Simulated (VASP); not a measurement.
# Pd in VASP: a series of runs, part 2 of 2

VASP 6.6.1.

### 4 Single point, PBE (strained)

File INCAR:

```
PREC = Accurate
ENCUT = 520
EDIFF = 1E-7
ISMEAR = 0
SIGMA = 0.1
LREAL = F
LASPH = T
NELM = 80
ALGO = Fast
ISIF = 2
LWAVE = F
LCHARG = T
GGA = PE
LELF = T
LVHAR = T
NBANDS = 11
```

File KPOINTS:

```
regular mesh
0
Gamma
  18 18 18
```

File POSCAR:

```
Pd
1.0
   -1.6368231350      1.6368231350      1.6997143751
    1.5739318950     -1.5739318950      1.5739318950
    1.6997143750      1.6368231351     -1.6368231350
Pd
1
Direct
    0.0000000000      0.0000000000      0.0000000000
```

Potentials or basis: VASP PAW PBE potentials, release 64 (Pd).

The run is started by

```
$ cat potpaw_PBE.64/Pd/POTCAR > POTCAR
$ mpirun -np 1 vasp_std > vasp.out
```

OUTCAR:

```text
PREC = Accurate
   ENCUT = 520
   EDIFF = 1E-7
   ISMEAR = 0
   LREAL = F
   LASPH = T
   NELM = 80
   ISIF = 2
   GGA = PE

 ion  position               nearest neighbor table
   1  0.000  0.000  0.000-

  LATTYP: Found a trigonal (rhomboedric) cell.
 ALAT       =     2.8718302365
 COS(alpha) =    -0.3498157641

  Lattice vectors:

 A1 = (  -1.6997143750,  -1.6368231351,   1.6368231350)
 A2 = (   1.6368231350,  -1.6368231350,  -1.6997143751)
 A3 = (   1.6368231350,   1.6997143751,   1.6368231351)

Analysis of symmetry for initial positions (statically):
=====================================================================
 Subroutine PRICEL returns:
 Original cell was already a primitive cell.

 Routine SETGRP: Setting up the symmetry group for a
 trigonal (rhombohedral) supercell.

 Subroutine GETGRP returns: Found 12 space group operations
 (whereof 12 operations were pure point group operations)
 out of a pool of 12 trial point group operations.

The static configuration has the point symmetry D_3d.

Analysis of symmetry for dynamics (positions and initial velocities):
=====================================================================
 Subroutine PRICEL returns:
 Original cell was already a primitive cell.

 Routine SETGRP: Setting up the symmetry group for a
 trigonal (rhombohedral) supercell.

 Subroutine GETGRP returns: Found 12 space group operations
 (whereof 12 operations were pure point group operations)
 out of a pool of 12 trial point group operations.

The dynamic configuration has the point symmetry D_3d.

 Subroutine INISYM returns: Found 12 space group operations
 (whereof 12 operations are pure point group operations),
 and found     1 'primitive' translations

----------------------------------------------------------------------------------------

                                     Primitive cell

  volume of cell :      17.5218

  direct lattice vectors                    reciprocal lattice vectors
    -1.636823135  1.636823135  1.699714375    -0.000000000  0.299711901  0.299711901
     1.573931895 -1.573931895  1.573931895     0.311687802 -0.011975901  0.311687802
     1.699714375  1.636823135 -1.636823135     0.299711901  0.299711901  0.000000000

  length of vectors
     2.871830237  2.726130010  2.871830237     0.423856635  0.440955774  0.423856635

  position of ions in fractional coordinates (direct lattice)
     0.000000000  0.000000000  0.000000000

  ion indices of the primitive-cell ions
   primitive index   ion index
                 1           1

----------------------------------------------------------------------------------------

 KPOINTS: regular mesh

Automatic generation of k-mesh.
 Grid dimensions read from file:
 generate k-points for:   18   18   18

 Generating k-lattice:

  Cartesian coordinates                     Fractional coordinates (reciprocal lattice)
    -0.000000000  0.016650661  0.016650661     0.055555556 -0.000000000  0.000000000
     0.017315989 -0.000665328  0.017315989    -0.000000000  0.055555556  0.000000000
     0.016650661  0.016650661  0.000000000     0.000000000  0.000000000  0.055555556

  Length of vectors
     0.023547591  0.024497543  0.023547591

  Shift w.r.t. Gamma in fractional coordinates (k-lattice)
     0.000000000  0.000000000  0.000000000

 Subroutine IBZKPT returns following result:
 ===========================================

 Found    580 irreducible k-points:

 Following reciprocal coordinates:
            Coordinates               Weight
  0.000000  0.000000  0.000000      1.000000
  0.055556  0.000000  0.000000      6.000000
  0.111111  0.000000  0.000000      6.000000
  0.166667 -0.000000  0.000000      6.000000
  0.222222  0.000000  0.000000      6.000000
  0.277778  0.000000  0.000000      6.000000
[... 16 lines left out ...]
  0.166667  0.111111  0.000000     12.000000
  0.222222  0.111111  0.000000     12.000000
 [... further k-points ...]
   k-points           NKPTS =    580   k-points in BZ     NKDIM =    580   number of bands    NBANDS=     11
   number of dos      NEDOS =    301   number of ions     NIONS =      1
   total plane-waves  NPLWV =  11520
   dimension x,y,z NGX =    24 NGY =   20 NGZ =   24
   dimension x,y,z NGXF=    48 NGYF=   40 NGZF=   48
   ions per type =               1
   NGX,Y,Z   is equivalent  to a cutoff of  13.89, 12.20, 13.89 a.u.
   NGXF,Y,Z  is equivalent  to a cutoff of  27.79, 24.39, 27.79 a.u.
 SYSTEM =  unknown system
   PREC   = accura    normal or accurate (medium, high low for compatibility)
   ISTART =      0    job   : 0-new  1-cont  2-samecut
   ICHARG =      2    charge: 1-file 2-atom 10-const
   ISPIN  =      1    spin polarized calculation?
   LNONCOLLINEAR =      F non collinear calculations
   LSORBIT =      F    spin-orbit coupling
   LASPH  =      T    aspherical Exc in radial PAW
   ENCUT  =  520.0 eV  38.22 Ry    6.18 a.u.   5.34  5.07  5.34*2*pi/ulx,y,z
   NELM   =     80;   NELMIN=  2; NELMDL= -5     # of ELM steps
   EDIFF  = 0.1E-06   stopping-criterion for ELM
   LREAL  =      F    real-space projection
   EDIFFG = 0.1E-05   stopping-criterion for IOM
   NSW    =      0    number of steps for IOM
   IBRION =     -1    ionic relax: 0-MD 1-quasi-New 2-CG
   NFREE  =      0    steps in history (QN), initial steepest desc. (CG)
   ISIF   =      2    stress and relaxation
   ISYM   =      2    0-nonsym 1-usesym 2-fastsym
   POTIM  = 0.5000    time-step for ionic-motion
   TEBEG  =    0.0;   TEEND  =   0.0 temperature during run
   PSTRESS=    0.0 pullay stress
   NELECT =      10.0000    total number of electrons
   NUPDOWN=      -1.0000    fix difference up-down
   EMIN   =  10.00;   EMAX   =-10.00  energy-range for DOS
   EFERMI =   0.00;   METHOD = LEGACY
   ISMEAR =     0;   SIGMA  =   0.10  broadening in eV -4-tet -1-fermi 0-gaus
   EFERMI_NEDOS =   21; number of points for ismear=-14 and -15
   IALGO  =     68    algorithm
   IMIX   =      4    mixing-type and parameters
     AMIX     =   0.40;   BMIX     =  1.00
     AMIX_MAG =   1.60;   BMIX_MAG =  1.00
  volume/ion in A,a.u.               =      17.52       118.24
  Fermi-wavevector in a.u.,A,eV,Ry     =   1.357945  2.566144 25.089342  1.844015
  Thomas-Fermi vector in A             =   2.484820
   LORBIT       =      0    0 simple, 1 ext, 2 COOP (PROOUT), +10 PAW based schemes
   GGA     = PE    functional components
   LHFCALC =     F    Hartree Fock is set to
   AEXX    =    0.0000 exact exchange contribution
   IVDW    =     0    specifies the selected vdW correction
   LEPSILON=     F    determine dielectric tensor
   LRPA    =     F    only Hartree local field effects (RPA)
 non-spin polarized calculation
 RMM-DIIS sequential band-by-band and
 Gauss-broadening in eV      SIGMA  =   0.10
  energy-cutoff  :      520.00
  volume of cell :       17.52
 maximum number of plane-waves:       486
 NGX is ok and might be reduce to    24
   NGX = 11   NGY = 11   NGZ = 11

 number of electron      10.0000000 magnetization

 number of electron       9.9999996 magnetization

 Free energy of the ion-electron system (eV)
  ---------------------------------------------------
  ext. energy  EPLUGINS =         0.00000000
  ---------------------------------------------------
  free energy    TOTEN  =        -5.05311089 eV

  energy without entropy =       -5.04528830  energy(sigma->0) =       -5.04919960

 E-fermi :   7.1365     XC(G=0): -12.1286

 val. band max:        7.1353041116   @ k =   0.4444  -0.2222   0.1667
 cond. band min:       7.1380825229   @ k =   0.4444  -0.3889   0.4444
 fundamental gap:      0.0027784113
 Fermi energy:         7.1364809316

 k-point     1 :       0.0000    0.0000    0.0000
  band No.  band energies     occupation
      1       1.2630      2.00000
      2       4.4962      2.00000
      3       5.0553      2.00000
      4       5.0553      2.00000
      5       6.4611      2.00000
      6       6.4611      2.00000
      7      25.3797      0.00000
      8      26.3225      0.00000
      9      26.3225      0.00000
     10      32.7677      0.00000
     11      32.7773      0.00000
[... 309 lines left out ...]
 k-point    24 :       0.2222    0.1111    0.0000
  band No.  band energies     occupation
      1       3.2491      2.00000
      2       4.2517      2.00000
      3       4.9443      2.00000
      4       6.1441      2.00000
      5       6.5493      2.00000
      6       6.9286      1.99671
      7      19.7041      0.00000
      8      23.2774      0.00000
      9      24.7097      0.00000
     10      27.7158      0.00000
     11      31.2960      0.00000

 [... further k-points ...]
[... 5 lines left out ...]
  --------------------------------------------------------------------------------------
  -------------------------------------------------------------------------------------
  Total       -1.5522727     -1.5522727     -1.5522727     -0.2769179     -0.2769179      0.2769179
  in kB     -141.9386439   -141.9386440   -141.9386440    -25.3211668    -25.3211668     25.3211668
  external PRESSURE =    -141.9386440 kB  Pullay stress =       0.0000000 kB

 VOLUME and BASIS-vectors are now :
 -----------------------------------------------------------------------------
  energy-cutoff  :      520.00
  volume of cell :       17.52
      direct lattice vectors                 reciprocal lattice vectors
    -1.636823135  1.636823135  1.699714375    -0.000000000  0.299711901  0.299711901
     1.573931895 -1.573931895  1.573931895     0.311687802 -0.011975901  0.311687802
     1.699714375  1.636823135 -1.636823135     0.299711901  0.299711901  0.000000000

 POSITION                                       TOTAL-FORCE (eV/Angst)
 -----------------------------------------------------------------------------------
      0.00000      0.00000      0.00000        -0.000000      0.000000     -0.000000
 -----------------------------------------------------------------------------------
    total drift:                               -0.000000      0.000000      0.000000

  FREE ENERGIE OF THE ION-ELECTRON SYSTEM (eV)
  ---------------------------------------------------
  free  energy   TOTEN  =        -5.0531108896 eV

  energy  without entropy=       -5.0452883037  energy(sigma->0) =       -5.04919960
```

It took 68 s on 1 thread of AMD EPYC 9R14 (Zen 4), shared host; peak memory 0.19 GiB.

What came out:

```
Free energy            : -5.0531 eV
Pressure               : -14.2 GPa
Band gap on the k mesh : zero (band 5 reaches 7.66 eV, above the bottom of band 6 at 6.30 eV)
```

Caveat: the cell differs from its parent crystal (strained).

### 5 Single point, PBE (volume scaled by 0.88)

File INCAR:

```
SYSTEM = Pd
  PREC = Accurate
  ENCUT = 520
  EDIFF = 1E-7
  ISMEAR = 0
  SIGMA = 0.1
  LREAL = .FALSE.
  LASPH = .TRUE.
  NELM = 80
  ALGO = Fast
  ISIF = 2
  LWAVE = .FALSE.
  LCHARG = .FALSE.
  GGA = PE
  NBANDS = 11
```

File KPOINTS:

```
Automatic mesh
0
G
  18 18 18
  0 0 0
```

File POSCAR:

```
Pd
1.0
   -1.5031884938      1.5031884938      1.5031884938
    1.5031884938     -1.5031884938      1.5031884938
    1.5031884938      1.5031884938     -1.5031884938
Pd
1
Direct
    0.0000000000      0.0000000000      0.0000000000
```

Potentials or basis: VASP PAW PBE potentials, release 64 (Pd).

The run is started by

```
$ cat potpaw_PBE.64/Pd/POTCAR > POTCAR
$ mpirun -np 1 vasp_std > vasp.out
```

OUTCAR:

```text
SYSTEM = Pd
   PREC = Accurate
   ENCUT = 520
   EDIFF = 1E-7
   ISMEAR = 0
   LREAL = .FALSE.
   LASPH = .TRUE.
   NELM = 80
   ISIF = 2
   GGA = PE

 ion  position               nearest neighbor table
   1  0.000  0.000  0.000-

  LATTYP: Found a body centered cubic cell.
 ALAT       =     3.0063769876

  Lattice vectors:

 A1 = (  -1.5031884938,   1.5031884938,   1.5031884938)
 A2 = (   1.5031884938,  -1.5031884938,   1.5031884938)
 A3 = (   1.5031884938,   1.5031884938,  -1.5031884938)

Analysis of symmetry for initial positions (statically):
=====================================================================
 Subroutine PRICEL returns:
 Original cell was already a primitive cell.

 Routine SETGRP: Setting up the symmetry group for a
 body centered cubic supercell.

 Subroutine GETGRP returns: Found 48 space group operations
 (whereof 48 operations were pure point group operations)
 out of a pool of 48 trial point group operations.

The static configuration has the point symmetry O_h .

Analysis of symmetry for dynamics (positions and initial velocities):
[... 160 lines left out ...]
 val. band max:       11.2259330283   @ k =  -0.4444  -0.4444   0.3333
 cond. band min:      11.2523302282   @ k =   0.5000   0.5000   0.4444
 fundamental gap:      0.0263971999
 Fermi energy:        11.2450189792

 k-point     1 :       0.0000    0.0000    0.0000
  band No.  band energies     occupation
      1       3.4504      2.00000
      2       7.8678      2.00000
      3       7.8678      2.00000
      4       7.8678      2.00000
      5      10.1238      2.00000
      6      10.1238      2.00000
      7      30.7664      0.00000
      8      30.7664      0.00000
      9      30.7664      0.00000
     10      37.2854      0.00000
     11      40.3238      0.00000
[... 309 lines left out ...]
 k-point    24 :       0.3889    0.1111    0.0000
  band No.  band energies     occupation
      1       5.5474      2.00000
      2       6.6226      2.00000
      3       9.5829      2.00000
      4      10.0164      2.00000
      5      10.9393      1.99998
      6      13.8269      0.00000
      7      20.6470      0.00000
      8      26.3802      0.00000
      9      29.2208      0.00000
     10      36.4352      0.00000
     11      38.3773      0.00000

 [... further k-points ...]
[... 5 lines left out ...]
  --------------------------------------------------------------------------------------
  -------------------------------------------------------------------------------------
  Total        2.4839878      2.4839878      2.4839878     -0.0000000     -0.0000000      0.0000000
  in kB      292.9272200    292.9272200    292.9272200     -0.0000000     -0.0000000      0.0000000
  external PRESSURE =     292.9272200 kB  Pullay stress =       0.0000000 kB

 VOLUME and BASIS-vectors are now :
 -----------------------------------------------------------------------------
  energy-cutoff  :      520.00
  volume of cell :       13.59
      direct lattice vectors                 reciprocal lattice vectors
    -1.503188494  1.503188494  1.503188494     0.000000000  0.332626282  0.332626282
     1.503188494 -1.503188494  1.503188494     0.332626282  0.000000000  0.332626282
     1.503188494  1.503188494 -1.503188494     0.332626282  0.332626282  0.000000000

 POSITION                                       TOTAL-FORCE (eV/Angst)
 -----------------------------------------------------------------------------------
      0.00000      0.00000      0.00000         0.000000      0.000000     -0.000000
 -----------------------------------------------------------------------------------
    total drift:                                0.000000     -0.000000      0.000000

  FREE ENERGIE OF THE ION-ELECTRON SYSTEM (eV)
  ---------------------------------------------------
  free  energy   TOTEN  =        -5.0322448617 eV

  energy  without entropy=       -5.0268791709  energy(sigma->0) =       -5.02956202
```

OSZICAR:

```text
N       E                     dE             d eps       ncg     rms          rms(c)
DAV:   1     0.426740687536E+02    0.42674E+02   -0.52625E+03  4314   0.866E+02
DAV:   2    -0.477516142742E+01   -0.47449E+02   -0.45888E+02  4815   0.186E+02
DAV:   3    -0.530536843200E+01   -0.53021E+00   -0.52871E+00  5202   0.209E+01
DAV:   4    -0.530742808124E+01   -0.20596E-02   -0.20593E-02  5220   0.136E+00
DAV:   5    -0.530744713184E+01   -0.19051E-04   -0.19051E-04  5506   0.121E-01    0.974E+00
RMM:   6    -0.505481661962E+01    0.25263E+00   -0.28500E-01  4608   0.505E+00    0.492E+00
RMM:   7    -0.503679800820E+01    0.18019E-01   -0.10238E-02  4953   0.114E+00    0.231E+00
RMM:   8    -0.503222794206E+01    0.45701E-02   -0.17749E-03  5153   0.408E-01    0.972E-02
RMM:   9    -0.503223637999E+01   -0.84379E-05   -0.15397E-04  5474   0.107E-01    0.230E-02
RMM:  10    -0.503224386861E+01   -0.74886E-05   -0.35805E-05  5563   0.459E-02    0.523E-03
RMM:  11    -0.503224448235E+01   -0.61374E-06   -0.12396E-05  5684   0.243E-02    0.425E-03
RMM:  12    -0.503224489670E+01   -0.41435E-06   -0.26747E-06  5455   0.117E-02    0.155E-03
RMM:  13    -0.503224486174E+01    0.34958E-07   -0.91378E-07  4987   0.600E-03
   1 F= -.50322449E+01 E0= -.50295620E+01  d E =-.536569E-02
```

It took 20 s on 1 thread of Intel Xeon Platinum 8375C at 2.90GHz (Ice Lake), shared host; peak memory 0.15 GiB.

What came out:

```yaml
Free_energy: -5.0322 eV
Pressure: 29.3 GPa
Band_gap_on_the_k_mesh: zero (band 5 reaches 11.95 eV, above the bottom of band 6 at 10.01 eV)
```

Levels at points of the mesh, in eV from the Fermi level:
| k point | band 1 | band 2 | band 3 | band 4 | band 5 | band 6 | band 7 | band 8 | band 9 | band 10 |
| --- | --- | --- | --- | --- | --- | --- | --- | --- | --- | --- |
| (0.00, 0.00, 0.00) | -7.79 | -3.38 | -3.38 | -3.38 | -1.12 | -1.12 | 19.52 | 19.52 | 19.52 | 26.04 |
| (0.50, 0.00, 0.00) | -6.02 | -4.75 | -1.19 | -0.83 | 0.71 | 1.25 | 8.70 | 15.31 | 18.76 | 25.72 |
| (0.50, 0.50, 0.50) | -6.01 | -6.01 | 0.26 | 0.26 | 0.26 | 9.57 | 9.57 | 9.57 | 18.75 | 18.75 |

### 6 Summary

| cell | gap on the mesh (eV) | pressure (GPa) |
| --- | --- | --- |
| a = 2.746 Å, angles 109.5°, 1 atom | none | -4.9 |
| a = 2.817 Å, angles 109.5°, 1 atom | none | -13.3 |
| a = 2.872, b = 2.726 Å, angles 108.4, 110.5, 108.4°, 1 atom | none | -14.2 |
| a = 2.604 Å, angles 109.5°, 1 atom | none | 29.3 |

Alike in all rows: task single point; level PBE; potentials or basis VASP PAW PBE potentials, release 64 (Pd); no spin polarisation; k mesh 18 × 18 × 18; cutoff (eV) 520; smearing gaussian 0.1 eV.

Total energies depend on the potentials used, so only differences within one code and one set of settings carry meaning.
